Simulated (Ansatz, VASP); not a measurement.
**TiSi2 in VASP and in Ansatz**

Contents of INCAR:

```
SYSTEM = TiSi2
PREC = Accurate ; ENCUT = 600
EDIFF = 1E-7 ; ISMEAR = 0
SIGMA = 0.1 ; LREAL = .FALSE.
LASPH = .TRUE. ; NELM = 100
ALGO = Normal ; ISIF = 3
LWAVE = .FALSE. ; LCHARG = .FALSE.
GGA = PE ; IBRION = 2
NSW = 100 ; EDIFFG = -0.01
```

File KPOINTS:

```
regular mesh
0
G
  14 14 10
  0 0 0
```

POSCAR

```
TiSi2
1.0
    3.2247334387      0.0000000000      0.0000000000
    0.0000000000      3.2247334387      0.0000000000
    0.0000000000      0.0000000000      5.1348685092
Ti Si
1 2
Direct
    0.5000000000      0.5000000000      0.2860057341
    0.5000000000      0.5000000000      0.7925749082
    0.0000000000      0.0000000000      0.0256292877
```

Input for Ansatz:

```yaml
crystal:
  lattice:
    - [3.2247334387, 0.0, 0.0]
    - [0.0, 3.2247334387, 0.0]
    - [0.0, 0.0, 5.1348685092]
  atoms:
    - { symbol: Ti, position: [0.5, 0.5, 0.2860057341] }
    - { symbol: Si, position: [0.5, 0.5, 0.7925749082] }
    - { symbol: Si, position: [0.0, 0.0, 0.0256292877] }
basis:
  ecutwfc: 420
kpoints:
  mp_grid: { grid: [14, 14, 10] }
hamiltonian:
  xc: pbe
scf:
  occupations: { method: gaussian, width: 0.1 }
output:
  forces: true
  stress: true
  eigenvalues: true
  write_density: true
  write_potential: true
  elf: true
  volumetric_format: npy
relax:
  adjacent_minimum: "off"
  f_tol: 0.01
  max_steps: 80
  cell: { stress_tol: 0.05 }
```

Alike in both runs: task relaxation of cell and atoms; functional PBE; k mesh 14 × 14 × 10; occupations gaussian, width 0.1 eV; no spin polarisation.

|  | VASP | Ansatz |
| --- | --- | --- |
| version | VASP 6.6.1 | Ansatz 0.2.0 |
| potentials or method | VASP PAW PBE potentials, release 64 (Ti_sv, Si), cutoff 600 eV | scalar-relativistic, plane waves, PAW |
| valence electrons in the cell | 20 | 20 |

|  | VASP | Ansatz | Ansatz less VASP |
| --- | --- | --- | --- |
| gap on the k mesh at the Fermi level, each at its own relaxed structure (eV) | none | none | - |
| relaxed volume (Å³/atom) | 17.68 | 17.69 | +0.012 |
| relaxed cell length with the largest relative difference (Å) | 3.202 | 3.203 | +0.0010 |

A gap of «none» marks a metal or a gap that the smearing closes.
